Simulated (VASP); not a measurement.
# H4C in VASP: a series of runs, part 2 of 2

VASP 6.6.1.

## 4. Single point, PBE+D3(BJ)

The input, INCAR:

```
SYSTEM = H4C
ALGO = Normal
EDIFF = 1E-6
ENCUT = 520
GGA = PE
GGA_COMPAT = .False.
ISIF = 2
ISMEAR = -1
IVDW = 12
LASPH = .True.
LCHARG = .True.
LELF = .True.
LREAL = Auto
LVHAR = .True.
LWAVE = .False.
NBANDS = 58
NELM = 120
PREC = Accurate
SIGMA = 0.05
```

The input, KPOINTS:

```
k-points
0
Gamma
  1 1 1
  0 0 0
```

The input, POSCAR:

```
H4C
1.0
    7.6834750000      0.0000000000      0.0000000000
    0.0000000000      7.6834750000      0.0000000000
    0.0000000000      0.0000000000      7.6834750000
C H
8 32
Direct
    0.8005232008      0.5917504775      1.0404016412
    0.2413230992      0.5944055261      0.7478387058
    0.3611777223      0.3047579383      0.0861719469
    0.3501020046      0.8292211532      0.3198943187
    0.5857375732      0.2717780692      0.6079540833
    0.8671597161      0.8474420754      0.5602412971
    0.8672768506      0.0496910578      1.0901317438
   -0.0014576738      0.3187099587      0.4767243988
    0.7159130472      0.6211121921      0.9329242302
    0.7316611299      0.6005095351      1.1602692792
    0.9076882530      0.6765818851      1.0136168856
    0.8436807564      0.4532844839      1.0322673009
    0.2883851382      0.6945685383      0.8329564422
    0.1308132063      0.5192702521      0.8060805820
    0.3459372224      0.5058778743      0.7280039305
    0.2107509948      0.6492505019      0.6162185730
    0.3714334985      0.1913457127      0.1770422888
    0.3005020515      0.2544291483     -0.0368713375
    0.4803815982      0.3715896778      0.0545456320
    0.2763332997      0.4001054210      0.1283663967
    0.4567204292      0.8670555966      0.4109989295
    0.4078623279      0.8563963571      0.1849163302
    0.2672098237      0.9420346913      0.3335730252
    0.2981853914      0.7017137428      0.3356944612
    0.5979976508      0.3760147589      0.6977832296
    0.5996505487      0.2935130263      0.4678872515
    0.4604687332      0.2016405337      0.6218540439
    0.6825557446      0.1774197222      0.6184701584
    0.7621941895      0.9195448674      0.4854183817
    0.9691448205      0.9482037750      0.5865314848
    0.9181002086      0.7528754893      0.4695271345
    0.8107789770      0.7743241177      0.6646081363
    0.9788799990     -0.0391489528      1.0662102759
    0.8483270916      0.0638513173      1.2287409017
    0.7481120196     -0.0274875626      1.0531042269
    0.8717409766      0.1725651479      1.0148012455
   -0.0752003488      0.4080965969      0.3965653562
   -0.0867706344      0.2943980426      0.5969304254
    0.1305789373      0.3805049148      0.5053833064
    0.0159823517      0.1954714501      0.4039578446
```

Potentials or basis: VASP PAW PBE potentials, release 64 (C, H).

Command:

```sh
cat potpaw_PBE.64/C/POTCAR potpaw_PBE.64/H/POTCAR > POTCAR
mpirun -np 1 vasp_gam > vasp.out
```

OUTCAR:

```text
SYSTEM = H4C
   EDIFF = 1E-6
   ENCUT = 520
   GGA = PE
   ISIF = 2
   ISMEAR = -1
   IVDW = 12
   LASPH = .True.
   LREAL = Auto
   NELM = 120
   PREC = Accurate
 IVDW          = 12

 ion  position               nearest neighbor table
   1  0.801  0.592  0.040-  10 1.06  11 1.07   9 1.07  12 1.12
   2  0.241  0.594  0.748-  15 1.06  13 1.07  14 1.12  16 1.12
   3  0.361  0.305  0.086-  20 1.03  19 1.08  17 1.12  18 1.12
   4  0.350  0.829  0.320-  24 1.06  23 1.08  21 1.12  22 1.15
   5  0.586  0.272  0.608-  28 1.04  25 1.06  26 1.09  27 1.11
[... 336 lines left out ...]
  Total       1.43006     0.98706    -0.61320    -4.68021     3.01994     0.40301
  in kB       5.05116     3.48642    -2.16590   -16.53116    10.66684     1.42347
  external pressure =        2.12 kB  Pullay stress =        0.00 kB

 VOLUME and BASIS-vectors are now :
 -----------------------------------------------------------------------------
  energy-cutoff  :      520.00
  volume of cell :      453.60
      direct lattice vectors                 reciprocal lattice vectors
     7.683475000  0.000000000  0.000000000     0.130149444  0.000000000  0.000000000
     0.000000000  7.683475000  0.000000000     0.000000000  0.130149444  0.000000000
     0.000000000  0.000000000  7.683475000     0.000000000  0.000000000  0.130149444

 POSITION                                       TOTAL-FORCE (eV/Angst)
 -----------------------------------------------------------------------------------
      6.15080      4.54670      0.31043         0.368317     -1.707654     -0.953325
      1.85420      4.56710      5.74600        -1.139072     -0.155946     -0.798766
      2.77510      2.34160      0.66210         0.161943     -2.377763     -1.328503
      2.69000      6.37130      2.45790         2.298469      2.403096     -1.295910
      4.50050      2.08820      4.67120        -1.787456     -1.087015     -1.485080
      6.66280      6.51130      4.30460        -0.332540      1.583783     -1.650740
[... 32 lines left out ...]
      1.00330      2.92360      3.88310        -1.305252     -0.713265     -0.047543
      0.12280      1.50190      3.10380         0.028368      0.394499      0.277725
 -----------------------------------------------------------------------------------
    total drift:                                0.007391      0.012475     -0.002867

  FREE ENERGIE OF THE ION-ELECTRON SYSTEM (eV)
  ---------------------------------------------------
  free  energy   TOTEN  =      -192.0513182886 eV

  energy  without entropy=     -192.0513182885  energy(sigma->0) =     -192.05131829
```

OSZICAR:

```text
N       E                     dE             d eps       ncg     rms          rms(c)
DAV:   1     0.336593762758E+03    0.33659E+03   -0.28668E+04   116   0.941E+02
DAV:   2    -0.163399497682E+03   -0.49999E+03   -0.48208E+03   150   0.209E+02
DAV:   3    -0.215216745851E+03   -0.51817E+02   -0.51472E+02   152   0.702E+01
DAV:   4    -0.216684874506E+03   -0.14681E+01   -0.14658E+01   144   0.143E+01
DAV:   5    -0.216719981465E+03   -0.35107E-01   -0.35099E-01   152   0.204E+00    0.246E+01
DAV:   6    -0.194178403900E+03    0.22542E+02   -0.40823E+01   128   0.188E+01    0.115E+01
DAV:   7    -0.191556453138E+03    0.26220E+01   -0.66087E+00   144   0.788E+00    0.684E+00
DAV:   8    -0.190977253743E+03    0.57920E+00   -0.18800E+00   144   0.434E+00    0.255E+00
DAV:   9    -0.190889829067E+03    0.87425E-01   -0.19971E-01   144   0.136E+00    0.830E-01
DAV:  10    -0.190898473626E+03   -0.86446E-02   -0.49383E-02   136   0.706E-01    0.228E-01
DAV:  11    -0.190901852717E+03   -0.33791E-02   -0.21828E-03   120   0.236E-01    0.116E-01
DAV:  12    -0.190901905015E+03   -0.52298E-04   -0.68640E-04   144   0.119E-01    0.683E-02
DAV:  13    -0.190901841624E+03    0.63391E-04   -0.35516E-04   136   0.696E-02    0.287E-02
DAV:  14    -0.190901812092E+03    0.29532E-04   -0.37372E-05   144   0.287E-02    0.121E-02
DAV:  15    -0.190901809293E+03    0.27994E-05   -0.21154E-05   144   0.217E-02    0.743E-03
DAV:  16    -0.190901808826E+03    0.46651E-06   -0.53232E-06   152   0.925E-03
   1 F= -.19205132E+03 E0= -.19205132E+03  d E =-.313033E-10
```

Run time: 38 s. Hardware: 1 thread of AMD EPYC 9R45 (Zen 5), shared host; peak memory 0.42 GiB.

What came out:

| Quantity | Value |
| --- | --- |
| Free energy | -192.0513 eV |
| Pressure | 0.2 GPa |
| Largest force | 3.569 eV/Å |
| Band gap on the k mesh | 7.03 eV |
| Dispersion energy per atom | -0.029 eV |

Forces on the atoms (eV/Å):
```
C    0.368 -1.708 -0.953
C   -1.139 -0.156 -0.799
C    0.162 -2.378 -1.329
C    2.298  2.403 -1.296
C   -1.787 -1.087 -1.485
C   -0.333  1.584 -1.651
C   -0.876 -1.208 -0.774
C    0.443 -0.132  1.027
H   -0.858 -0.201 -0.492
H   -0.258  0.704  0.968
H    0.798  0.493  0.699
H   -0.105  0.649 -0.234
H    0.016  0.665  0.542
H    0.456  0.651 -0.393
H    0.822 -0.800 -0.103
H   -0.172 -0.186  0.893
H    0.206  0.862 -0.320
H    0.498  0.153  0.498
H    0.776 -0.183 -0.016
H   -1.643  1.522  1.200
H   -0.227 -0.845 -0.153
H   -0.430 -0.819  1.017
H   -1.189 -0.124  0.219
H   -0.446 -0.627  0.151
H    0.215  0.937  0.318
H   -0.279  1.116 -0.057
H    0.180  0.330  0.244
H    1.452 -1.402  1.048
H    0.538 -0.605  0.674
H   -0.525 -0.844  0.465
H    0.387 -0.307 -0.404
H   -0.101  0.074  0.962
H   -0.198  0.620  0.012
H    0.288  0.548  0.425
H    0.634  0.561 -0.193
H    0.141 -0.485  0.444
H   -0.162  0.289 -0.390
H    1.327  0.257 -0.996
H   -1.305 -0.713 -0.048
H    0.028  0.394  0.278
```

Stress tensor (GPa, compression positive):
```
 0.51 -1.65  0.14
-1.65  0.35  1.07
 0.14  1.07 -0.22
```

Caveat: the k points lie up to 0.82 Å⁻¹ apart.

## 5. Single point, PBE+D3(BJ)

The input, INCAR:

```
SYSTEM = H4C
PREC = Accurate ; ENCUT = 520
EDIFF = 1E-6 ; ISMEAR = -1
SIGMA = 0.05 ; LREAL = Auto
LASPH = .TRUE. ; NELM = 120
ALGO = Normal ; ISIF = 2
LWAVE = .FALSE. ; LCHARG = .FALSE.
GGA = PE ; IVDW = 12
NBANDS = 58 ; GGA_COMPAT = .FALSE.
```

The input, KPOINTS:

```
regular mesh
0
G
  1 1 1
  0 0 0
```

The input, POSCAR:

```
H4C
1.0
    7.6834750000      0.0000000000      0.0000000000
    0.0000000000      7.6834750000      0.0000000000
    0.0000000000      0.0000000000      7.6834750000
C H
8 32
Direct
    0.8485743755      0.5725534345      1.0529220177
    0.2868884196      0.6618099232      0.7524980559
    0.3827955450      0.2812008889      0.0729097186
    0.3121504267      0.7939116090      0.3371391200
    0.5744536164      0.2879166002      0.5906702371
    0.7906969177      0.8569299698      0.5407449103
    0.8525829784      0.0142513641      1.1141833610
    0.0226590182      0.3380241362      0.4535708127
    0.8266181643      0.6828290585      0.9636004542
    0.7949918494      0.5924012247      1.1847503896
    0.9895912982      0.5581198611      1.0432258841
    0.7858423435      0.4573972063      1.0047146636
    0.3138033247      0.7307500838      0.8775716717
    0.1784218729      0.5732562415      0.7687927663
    0.4036064411      0.5723712253      0.7244508507
    0.2851314021      0.7598645144      0.6553805407
    0.4389290002      0.1580144401      0.0943843769
    0.3475380606      0.2982764960     -0.0610140594
    0.4655445615      0.3923485142      0.1110304908
    0.2523597721      0.2895434683      0.1461057659
    0.4324475579      0.7422552946      0.4025131858
    0.3464578202      0.8705305867      0.2218657574
    0.2589062891      0.9022740362      0.4242871878
    0.2056491366      0.6883864397      0.3101070805
    0.6173638881      0.4127429321      0.6431464930
    0.6263051549      0.2559909416      0.4684468941
    0.4415450041      0.2630059966      0.5829003153
    0.6337887479      0.1825085655      0.6723390133
    0.6708032498      0.9125818721      0.5129319741
    0.8862396246      0.9489456268      0.5248536632
    0.8176118228      0.7556476724      0.4461653093
    0.7879117196      0.7958508357      0.6680310667
    0.9425552891     -0.0710355666      1.1758611826
    0.8597021530      0.1477326340      1.1720738338
    0.7332879979     -0.0303508504      1.1615187139
    0.8571642388      0.0094618646      0.9772010711
   -0.1125792691      0.3093391987      0.3940404570
    0.0054402468      0.3433212186      0.5927135834
    0.0647103036      0.4665857571      0.3975284621
    0.1144404062      0.2328373555      0.4146300990
```

Potentials or basis: VASP PAW PBE potentials, release 64 (C, H).

Command:

```sh
cat potpaw_PBE.64/C/POTCAR potpaw_PBE.64/H/POTCAR > POTCAR
mpirun -np 1 vasp_gam > vasp.out
```

OUTCAR:

```text
SYSTEM = H4C
   PREC = Accurate
   ENCUT = 520
   EDIFF = 1E-6
   ISMEAR = -1
   LREAL = Auto
   LASPH = .TRUE.
   NELM = 120
   ISIF = 2
   GGA = PE
   IVDW = 12
 IVDW          = 12

 ion  position               nearest neighbor table
   1  0.849  0.573  0.053-  12 1.07  11 1.09   9 1.10  10 1.10
   2  0.287  0.662  0.752-  16 1.06  14 1.08  13 1.12  15 1.15
   3  0.383  0.281  0.073-  17 1.05  18 1.07  19 1.10  20 1.15
   4  0.312  0.794  0.337-  22 1.10  21 1.12  23 1.14  24 1.17
   5  0.574  0.288  0.591-  27 1.04  26 1.05  25 1.09  28 1.12
[... 336 lines left out ...]
  Total       2.51389    -1.27923     4.72661    -0.00090    -1.80011     0.05242
  in kB       8.87941    -4.51842    16.69503    -0.00317    -6.35824     0.18514
  external pressure =        7.02 kB  Pullay stress =        0.00 kB

 VOLUME and BASIS-vectors are now :
 -----------------------------------------------------------------------------
  energy-cutoff  :      520.00
  volume of cell :      453.60
      direct lattice vectors                 reciprocal lattice vectors
     7.683475000  0.000000000  0.000000000     0.130149444  0.000000000  0.000000000
     0.000000000  7.683475000  0.000000000     0.000000000  0.130149444  0.000000000
     0.000000000  0.000000000  7.683475000     0.000000000  0.000000000  0.130149444

 POSITION                                       TOTAL-FORCE (eV/Angst)
 -----------------------------------------------------------------------------------
      6.52000      4.39920      0.40662         0.095055      0.620912     -0.295505
      2.20430      5.08500      5.78180         2.303876     -1.169545      1.518160
      2.94120      2.16060      0.56020        -2.092132      1.721939      0.994964
      2.39840      6.10000      2.59040        -0.894803      0.336140      0.741224
      4.41380      2.21220      4.53840         1.923281     -1.092324      1.745259
      6.07530      6.58420      4.15480        -0.096042     -2.473740      0.276961
[... 32 lines left out ...]
      0.49720      3.58500      3.05440        -0.101202     -0.821850      0.538857
      0.87930      1.78900      3.18580        -0.353930      0.466849      0.197079
 -----------------------------------------------------------------------------------
    total drift:                                0.005524      0.006266     -0.006506

  FREE ENERGIE OF THE ION-ELECTRON SYSTEM (eV)
  ---------------------------------------------------
  free  energy   TOTEN  =      -192.0447711780 eV

  energy  without entropy=     -192.0447711780  energy(sigma->0) =     -192.04477118
```

Run time: 35 s. Hardware: 1 thread of AMD EPYC 9R45 (Zen 5), shared host; peak memory 0.42 GiB.

Results:

| Quantity | Value |
| --- | --- |
| Free energy | -192.0448 eV |
| Pressure | 0.7 GPa |
| Largest force | 2.997 eV/Å |
| Band gap on the k mesh | 6.99 eV |
| Dispersion energy per atom | -0.029 eV |

Forces in eV/Å, atoms in the order of the input:
```
C    0.095  0.621 -0.296
C    2.304 -1.170  1.518
C   -2.092  1.722  0.995
C   -0.895  0.336  0.741
C    1.923 -1.092  1.745
C   -0.096 -2.474  0.277
C    0.298  1.740  1.467
C   -1.136  0.032 -1.823
H   -0.551 -0.147  0.352
H    0.487  0.330 -0.251
H    0.185 -0.325  0.625
H   -0.238 -0.604 -0.535
H   -0.137 -0.495 -0.325
H   -0.628  0.239 -0.284
H   -1.004  1.001  0.314
H   -0.644  0.403 -0.903
H    0.787 -1.207  0.262
H   -0.003 -0.043 -0.893
H   -0.059 -0.393  0.094
H    1.369 -0.077 -0.483
H   -0.856  0.062 -0.593
H    0.086 -0.511 -0.376
H    0.160 -1.188 -0.461
H    1.555  1.445  0.355
H   -0.256  0.102 -0.243
H    0.745  0.235 -1.719
H   -2.081  0.149  0.241
H   -0.390  0.569  0.024
H   -1.952  0.817 -0.391
H    1.976  1.870  0.099
H   -0.042 -0.383 -0.289
H    0.138  0.086  0.382
H    1.144 -0.405  0.217
H    0.433 -0.582 -0.668
H   -2.018 -0.780  0.266
H    0.160  0.130 -1.354
H    1.560  0.227  0.604
H    0.127  0.116  0.572
H   -0.101 -0.822  0.539
H   -0.354  0.467  0.197
```

Caveat: the k points lie up to 0.82 Å⁻¹ apart.
